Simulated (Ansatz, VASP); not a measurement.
# MgC: VASP beside Ansatz

```
Mg C
1.0
     3.54937    0.00000    0.00000
    -1.77468    3.07384    0.00000
     0.00000    0.00000    9.07195
Mg C
4 4
Direct
  0.00000 0.00000 0.00000
  0.33333 0.66667 0.25000
  0.00000 0.00000 0.50000
  0.66667 0.33333 0.75000
  0.66667 0.33333 0.17153
  0.66667 0.33333 0.32847
  0.33333 0.66667 0.67153
  0.33333 0.66667 0.82847
```

Alike in both runs: functional PBE; k mesh 12 × 12 × 4; occupations gaussian, width 0.1 eV; no spin polarisation.

Ansatz relaxed the structure, and its values are those at the end. VASP's run is a single point on that final structure, the one shown.

|  | VASP | Ansatz |
| --- | --- | --- |
| version | VASP 6.6.1 | Ansatz 0.2.0 |
| potentials or method | VASP PAW PBE potentials, release 64 (Mg_sv, C), cutoff 840 eV | scalar-relativistic, plane waves, PAW |
| valence electrons in the cell | 56 | 56 |

```csv
,VASP,Ansatz,Ansatz less VASP
gap on the k mesh at the Fermi level (eV),none,none,-
pressure (GPa),-0.1,0.0,+0.06
rms of the force components (eV/Å),0.024,0.000,-0.0238
```

A gap of «none» marks a metal or a gap that the smearing closes.
